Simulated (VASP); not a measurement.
# Zn (P6_3/mmc) in VASP: notebook, part 2 of 2

VASP 6.6.1.

## Step 4: Relaxation of shape and atoms at fixed volume, PBE (16.87 Å³/atom)

This run uses another cell than the first one, of 16.87 Å³/atom.

INCAR

```
SYSTEM = Zn
PREC = Accurate ; ENCUT = 600
EDIFF = 1E-7 ; ISMEAR = 0
SIGMA = 0.1 ; LREAL = .FALSE.
LASPH = .TRUE. ; NELM = 100
ALGO = Fast ; ISIF = 4
LWAVE = .FALSE. ; LCHARG = .FALSE.
GGA = PE ; IBRION = 2
NSW = 50 ; EDIFFG = -0.01
```

KPOINTS

```
Automatic mesh
0
G
  18 18 8
  0 0 0
```

POSCAR

```
Zn
1.0
    2.6947055200      0.0000000000      0.0000000000
   -1.3473527600      2.3336834361      0.0000000000
    0.0000000000      0.0000000000      5.3659906823
Zn
2
Direct
    0.3333333333      0.6666666667      0.2500000000
    0.6666666667      0.3333333333      0.7500000000
```

Potentials or basis: VASP PAW PBE potentials, release 64 (Zn).

Started as:

```console
> cat potpaw_PBE.64/Zn/POTCAR > POTCAR
> mpirun -np 1 vasp_std > vasp.out
```

OUTCAR:

```text
SYSTEM = Zn
   PREC = Accurate
   ENCUT = 600
   EDIFF = 1E-7
   ISMEAR = 0
   LREAL = .FALSE.
   LASPH = .TRUE.
   NELM = 100
   ISIF = 4
   GGA = PE
   IBRION = 2
   NSW = 50
   EDIFFG = -0.01

 ion  position               nearest neighbor table
   1  0.333  0.667  0.250-
   2  0.667  0.333  0.750-

  LATTYP: Found a hexagonal cell.
 ALAT       =     2.6947055200
 C/A-ratio  =     1.9913087506

  Lattice vectors:

 A1 = (   2.6947055200,   0.0000000000,   0.0000000000)
 A2 = (  -1.3473527600,   2.3336834361,   0.0000000000)
 A3 = (   0.0000000000,   0.0000000000,   5.3659906823)

Analysis of symmetry for initial positions (statically):
=====================================================================
 Subroutine PRICEL returns:
 Original cell was already a primitive cell.

 Routine SETGRP: Setting up the symmetry group for a
 hexagonal supercell.

 Subroutine GETGRP returns: Found 24 space group operations
 (whereof 12 operations were pure point group operations)
 out of a pool of 24 trial point group operations.

The static configuration has the point symmetry D_3d.
 The point group associated with its full space group is D_6h.

Analysis of symmetry for dynamics (positions and initial velocities):
=====================================================================
 Subroutine PRICEL returns:
 Original cell was already a primitive cell.

 Routine SETGRP: Setting up the symmetry group for a
 hexagonal supercell.

 Subroutine GETGRP returns: Found 24 space group operations
 (whereof 12 operations were pure point group operations)
 out of a pool of 24 trial point group operations.

The dynamic configuration has the point symmetry D_3d.
 The point group associated with its full space group is D_6h.

 Subroutine INISYM returns: Found 24 space group operations
 (whereof 12 operations are pure point group operations),
[... 124 lines left out ...]
   IVDW    =     0    specifies the selected vdW correction
   LEPSILON=     F    determine dielectric tensor
   LRPA    =     F    only Hartree local field effects (RPA)
 conjugate gradient relaxation of ions
 non-spin polarized calculation
 RMM-DIIS sequential band-by-band and
 Gauss-broadening in eV      SIGMA  =   0.10
  energy-cutoff  :      600.00
  volume of cell :       33.74
 maximum number of plane-waves:      1162
 NGX is ok and might be reduce to    24
   NGX = 11   NGY = 11   NGZ = 21

--------------------------------------- Ionic step        1  -------------------------------------------

 number of electron      23.9999994 magnetization

 Free energy of the ion-electron system (eV)
  ---------------------------------------------------
  ext. energy  EPLUGINS =         0.00000000
  ---------------------------------------------------
  free energy    TOTEN  =        -2.17403666 eV

  energy without entropy =       -2.17256966  energy(sigma->0) =       -2.17330316

------------------------ aborting loop because EDIFF is reached ----------------------------------------

  FORCE on cell =-STRESS in cart. coord.  units (eV):
  Direction    XX          YY          ZZ          XY          YZ          ZX
  --------------------------------------------------------------------------------------
  -------------------------------------------------------------------------------------
  Total       -1.0924461     -1.0924461     -0.8665289      0.0000000      0.0000000      0.0000000
  in kB      -51.8689475    -51.8689476    -41.1424810      0.0000000      0.0000000      0.0000000
  external PRESSURE =     -48.2934587 kB  Pullay stress =       0.0000000 kB
[... 59 lines left out ...]
--------------------------------------- Ionic step        3  -------------------------------------------

 number of electron      23.9999979 magnetization

 Free energy of the ion-electron system (eV)
  ---------------------------------------------------
  ext. energy  EPLUGINS =         0.00000000
  ---------------------------------------------------
  free energy    TOTEN  =        -2.17509828 eV

  energy without entropy =       -2.17325129  energy(sigma->0) =       -2.17417479

 E-fermi :   2.2865     XC(G=0): -10.9945

 val. band max:        2.2773164103   @ k =   0.3889   0.1111   0.0000
 cond. band min:       2.3091141692   @ k =   0.2778   0.0556   0.0000
 fundamental gap:      0.0317977589
 Fermi energy:         2.2865494539

 k-point     1 :       0.0000    0.0000    0.0000
  band No.  band energies     occupation
      1      -7.2534      2.00000
      2      -5.9695      2.00000
      3      -5.3457      2.00000
      4      -5.0942      2.00000
      5      -5.0942      2.00000
      6      -5.0684      2.00000
[... 433 lines left out ...]
      3      -5.4262      2.00000
      4      -5.1281      2.00000
      5      -4.9193      2.00000
      6      -4.9142      2.00000
[... 8 lines left out ...]
     15       6.9377      0.00000
     16       8.9952      0.00000

 [... further k-points ...]

------------------------ aborting loop because EDIFF is reached ----------------------------------------

  FORCE on cell =-STRESS in cart. coord.  units (eV):
  Direction    XX          YY          ZZ          XY          YZ          ZX
  --------------------------------------------------------------------------------------
  -------------------------------------------------------------------------------------
  Total       -0.9454229     -0.9454229     -0.9270055      0.0000000     -0.0000000      0.0000000
  in kB      -44.8883408    -44.8883408    -44.0138859      0.0000000     -0.0000000      0.0000000
  external PRESSURE =     -44.5968558 kB  Pullay stress =       0.0000000 kB
[... 17 lines left out ...]
  FREE ENERGIE OF THE ION-ELECTRON SYSTEM (eV)
  ---------------------------------------------------
  free  energy   TOTEN  =        -2.1750982761 eV

  energy  without entropy=       -2.1732512950  energy(sigma->0) =       -2.17417479

 reached required accuracy - stopping structural energy minimisation
```

OSZICAR:

```text
N       E                     dE             d eps       ncg     rms          rms(c)
DAV:   1     0.102669129007E+03    0.10267E+03   -0.13878E+04  5976   0.250E+03
DAV:   2     0.704374961985E+00   -0.10196E+03   -0.10048E+03  6096   0.315E+02
DAV:   3    -0.233223232343E+01   -0.30366E+01   -0.30324E+01  7264   0.655E+01
[... 23 lines left out ...]
RMM:   3    -0.217509355248E+01    0.39490E-02   -0.36953E-03  5920   0.525E-01    0.442E-02
RMM:   4    -0.217509999802E+01   -0.64455E-05   -0.19623E-04  5920   0.172E-01    0.221E-02
RMM:   5    -0.217509817160E+01    0.18264E-05   -0.17747E-05  5920   0.498E-02    0.646E-03
RMM:   6    -0.217509820963E+01   -0.38025E-07   -0.28407E-06  5887   0.225E-02    0.145E-03
RMM:   7    -0.217509827612E+01   -0.66494E-07   -0.35184E-07  4373   0.693E-03
   3 F= -.21750983E+01 E0= -.21741748E+01  d E =-.106161E-02
```

Run time: 2.5 min. Hardware: 1 thread of AMD EPYC 9R45 (Zen 5), shared host; peak memory 0.22 GiB.

What came out:

```yaml
Free_energy: -2.1751 eV
Energy_gained_by_relaxing: 0.5 meV/atom
Ionic_steps: 3
Pressure_after_relaxing: -4.5 GPa
Band_gap_on_the_k_mesh: zero (bands 12 and 13 overlap by 5.07 eV)
```

Stress tensor (GPa, compression positive):
```
-4.49  0.00  0.00
 0.00 -4.49  0.00
 0.00  0.00 -4.40
```

The path:
| step | energy change (eV) | largest force (eV/Å) | pressure (GPa) | volume (Å³) |
| --- | --- | --- | --- | --- |
| 1 | 0.0000 | 0.0000 | -4.83 | 33.74 |
| 2 | -0.0006 | 0.0000 | -4.73 | 33.74 |
| 3 | -0.0011 | 0.0000 | -4.46 | 33.74 |

Final structure:
```
Zn
1.0
     2.68181    0.00000    0.00000
    -1.34091    2.32252    0.00000
     0.00000    0.00000    5.41771
Zn
2
Direct
  0.33333 0.66667 0.25000
  0.66667 0.33333 0.75000
```

Levels at points of the mesh, in eV from the Fermi level:
```
           k point  band 8  band 9  band 10  band 11  band 12  band 13  band 14  band 15  band 16
(0.00, 0.00, 0.00)   -6.98   -6.98    -6.87    -6.87    -3.85    -3.31    10.35    14.14    17.87
(0.50, 0.00, 0.00)   -6.92   -6.65    -6.64    -2.15    -1.59     2.02     3.23     3.66     5.54
(0.00, 0.00, 0.50)   -7.22   -6.92    -6.92    -6.92    -6.92     3.01     3.01    18.86    18.86
(0.50, 0.00, 0.50)   -6.92   -6.65    -6.65    -1.33    -1.33     0.32     0.32     8.68     8.68
```

## Step 5: Relaxation of shape and atoms at fixed volume, PBE (13.50 Å³/atom)

This run uses another cell than the first one, of 13.50 Å³/atom.

INCAR

```
SYSTEM = Zn
  PREC = Accurate
  ENCUT = 600
  EDIFF = 1E-6
  ISMEAR = 0
  SIGMA = 0.1
  LREAL = .FALSE.
  LASPH = .TRUE.
  NELM = 60
  ALGO = Normal
  ISIF = 4
  LWAVE = .FALSE.
  LCHARG = .FALSE.
  GGA = PE
  IBRION = 2
  NSW = 50
  EDIFFG = -0.01
```

KPOINTS

```
regular mesh
0
G
  18 18 8
  0 0 0
```

POSCAR

```
Zn
1.0
    2.5770386799      0.0000000000      0.0000000000
   -1.2885193400      2.2317809633      0.0000000000
    0.0000000000      0.0000000000      4.6937575290
Zn
2
Direct
    0.3333333333      0.6666666667      0.2500000000
    0.6666666667      0.3333333333      0.7500000000
```

Potentials or basis: VASP PAW PBE potentials, release 64 (Zn).

Started as:

```console
> cat potpaw_PBE.64/Zn/POTCAR > POTCAR
> mpirun -np 1 vasp_std > vasp.out
```

OUTCAR:

```text
SYSTEM = Zn
   PREC = Accurate
   ENCUT = 600
   EDIFF = 1E-6
   ISMEAR = 0
   LREAL = .FALSE.
   LASPH = .TRUE.
   NELM = 60
   ISIF = 4
   GGA = PE
   IBRION = 2
   NSW = 50
   EDIFFG = -0.01

 ion  position               nearest neighbor table
   1  0.333  0.667  0.250-   2 2.78   2 2.78   2 2.78   2 2.78   2 2.78   2 2.78
   2  0.667  0.333  0.750-   1 2.78   1 2.78   1 2.78   1 2.78   1 2.78   1 2.78

  LATTYP: Found a hexagonal cell.
 ALAT       =     2.5770386799
 C/A-ratio  =     1.8213764371

  Lattice vectors:

 A1 = (   2.5770386799,   0.0000000000,   0.0000000000)
 A2 = (  -1.2885193400,   2.2317809633,   0.0000000000)
 A3 = (   0.0000000000,   0.0000000000,   4.6937575290)

Analysis of symmetry for initial positions (statically):
=====================================================================
 Subroutine PRICEL returns:
 Original cell was already a primitive cell.

 Routine SETGRP: Setting up the symmetry group for a
 hexagonal supercell.

 Subroutine GETGRP returns: Found 24 space group operations
 (whereof 12 operations were pure point group operations)
 out of a pool of 24 trial point group operations.
[... 174 lines left out ...]
  -------------------------------------------------------------------------------------
  Total        2.0203869      2.0203869      1.7914671     -0.0000000     -0.0000000     -0.0000000
  in kB      119.9090544    119.9090544    106.3227654     -0.0000000     -0.0000000     -0.0000000
  external PRESSURE =     115.3802914 kB  Pullay stress =       0.0000000 kB
[... 95 lines left out ...]
--------------------------------------- Ionic step        4  -------------------------------------------

 number of electron      24.0000015 magnetization

 Free energy of the ion-electron system (eV)
  ---------------------------------------------------
  ext. energy  EPLUGINS =         0.00000000
  ---------------------------------------------------
  free energy    TOTEN  =        -2.10801225 eV

  energy without entropy =       -2.10532212  energy(sigma->0) =       -2.10666719

 E-fermi :   4.1146     XC(G=0): -12.1986

 val. band max:        4.1139059350   @ k =   0.2778   0.1111   0.0000
 cond. band min:       4.1326160896   @ k =   0.3333   0.2222   0.1250
 fundamental gap:      0.0187101546
 Fermi energy:         4.1145997267

 k-point     1 :       0.0000    0.0000    0.0000
  band No.  band energies     occupation
      1      -7.3728      2.00000
      2      -5.0831      2.00000
      3      -4.1942      2.00000
      4      -3.9848      2.00000
      5      -3.9848      2.00000
      6      -3.9064      2.00000
[... 433 lines left out ...]
      3      -4.5844      2.00000
      4      -3.9740      2.00000
      5      -3.8977      2.00000
      6      -3.8305      2.00000
[... 8 lines left out ...]
     15      10.4361      0.00000
     16      11.2723      0.00000

 [... further k-points ...]

------------------------ aborting loop because EDIFF is reached ----------------------------------------

  FORCE on cell =-STRESS in cart. coord.  units (eV):
  Direction    XX          YY          ZZ          XY          YZ          ZX
  --------------------------------------------------------------------------------------
  -------------------------------------------------------------------------------------
  Total        1.8576775      1.8576775      1.8795808     -0.0000000     -0.0000000      0.0000000
  in kB      110.2523201    110.2523201    111.5522751     -0.0000000     -0.0000000      0.0000000
  external PRESSURE =     110.6856384 kB  Pullay stress =       0.0000000 kB
[... 17 lines left out ...]
  FREE ENERGIE OF THE ION-ELECTRON SYSTEM (eV)
  ---------------------------------------------------
  free  energy   TOTEN  =        -2.1080122524 eV

  energy  without entropy=       -2.1053221212  energy(sigma->0) =       -2.10666719

 reached required accuracy - stopping structural energy minimisation
```

CONTCAR:

```text
Zn
   1.00000000000000
     2.5996179998277449   -0.0000000000132777   -0.0000000000000000
    -1.2998089999758091    2.2513352279508769    0.0000000000000000
     0.0000000000000000   -0.0000000000000000    4.6125751450456383
  Zn
     2
Direct
     0.3333333332999970    0.6666666667000030    0.2500000000000000
     0.6666666667000030    0.3333333332999970    0.7500000000000000

  0.00000000E+00  0.00000000E+00  0.00000000E+00
  0.00000000E+00  0.00000000E+00  0.00000000E+00
```

Wall time 2.1 min (1 thread of AMD EPYC 9R45 (Zen 5), shared host); peak memory 0.19 GiB.

Results:

```yaml
Free_energy: -2.1080 eV
Energy_gained_by_relaxing: 0.4 meV/atom
Ionic_steps: 4
Pressure_after_relaxing: 11.1 GPa
Band_gap_on_the_k_mesh: zero (bands 12 and 13 overlap by 3.89 eV)
```

Step by step:
```
step  energy change (eV)  largest force (eV/Å)  pressure (GPa)  volume (Å³)
   1              0.0000                0.0000           11.54        27.00
   2             -0.0006                0.0000           11.45        27.00
   3             -0.0010                0.0000           11.30        27.00
   4             -0.0009                0.0000           11.07        27.00
```

Final structure:
```yaml
crystal:
  lattice:
    - [2.59962, 0.00000, 0.00000]
    - [-1.29981, 2.25134, 0.00000]
    - [0.00000, 0.00000, 4.61258]
  atoms:
    - { symbol: Zn, position: [0.33333, 0.66667, 0.25000] }
    - { symbol: Zn, position: [0.66667, 0.33333, 0.75000] }
```

## Step 6: Summary

| cell | gap on the mesh (eV) | pressure (GPa) |
| --- | --- | --- |
| relaxed from a = 2.674, b = 2.674, c = 5.250 Å, angles 90.0, 90.0, 120.0°, 2 atoms | none | -3.0 |
| relaxed from a = 2.695, b = 2.695, c = 5.366 Å, angles 90.0, 90.0, 120.0°, 2 atoms | none | -4.5 |
| relaxed from a = 2.577, b = 2.577, c = 4.694 Å, angles 90.0, 90.0, 120.0°, 2 atoms | none | 11.1 |

Alike in all rows: task relaxation of shape and atoms at fixed volume; level PBE; potentials or basis VASP PAW PBE potentials, release 64 (Zn); no spin polarisation; k mesh 18 × 18 × 8; cutoff (eV) 600; smearing gaussian 0.1 eV.

Total energies depend on the potentials used, so only differences within one code and one set of settings carry meaning.

The gap in the log of VASP goes by the Fermi energy; the results here count the filled bands.